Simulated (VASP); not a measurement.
Input of a VASP 6.6.1 run:

File POSCAR:

```
NaF
1.0
    0.0000000000      2.2967467569      2.2967467569
    2.2967467569      0.0000000000      2.2967467569
    2.2967467569      2.2967467569      0.0000000000
Na F
1 1
Direct
    0.0000000000      0.0000000000      0.0000000000
    0.5000000000      0.5000000000      0.5000000000
```

INCAR.step1

```
  PREC = Accurate
  ENCUT = 520
  ISMEAR = -1
  SIGMA = 0.02
  LREAL = F
  LASPH = T
  NELM = 100
  NBANDS = 14
  GGA = PE
  ALGO = Normal
  EDIFF = 1E-4
  LWAVE = T
  LCHARG = F
```

INCAR.step2

```
  PREC = Accurate
  ENCUT = 520
  EDIFF = 1E-6
  ISMEAR = -1
  SIGMA = 0.02
  LREAL = F
  LASPH = T
  NELM = 100
  ALGO = Normal
  ISIF = 2
  LWAVE = F
  LCHARG = T
  METAGGA = R2SCAN
  LMIXTAU = T
  LELF = T
  LVHAR = T
  NBANDS = 14
  ISTART = 1
```

File KPOINTS:

```
regular mesh
0
Gamma
  9 9 9
```

Potentials or basis: VASP PAW PBE potentials, release 64 (Na_pv, F).

Run with:

```console
$ cat potpaw_PBE.64/Na_pv/POTCAR potpaw_PBE.64/F/POTCAR > POTCAR
$ cp INCAR.step1 INCAR
$ mpirun -np 1 vasp_std > vasp.out
$ cp INCAR.step2 INCAR
$ mpirun -np 1 vasp_std > vasp.out
```

Problem. What does it give for the pressure?

Solution. -0.8 GPa.

Problem. Estimate the band gap on the k mesh.

Solution. 7.33 eV.

Caveat: the PAW data sets were made with another functional, which shifts forces and pressure a little; an odd mesh through Γ misses points on the zone boundary, where band edges can lie.
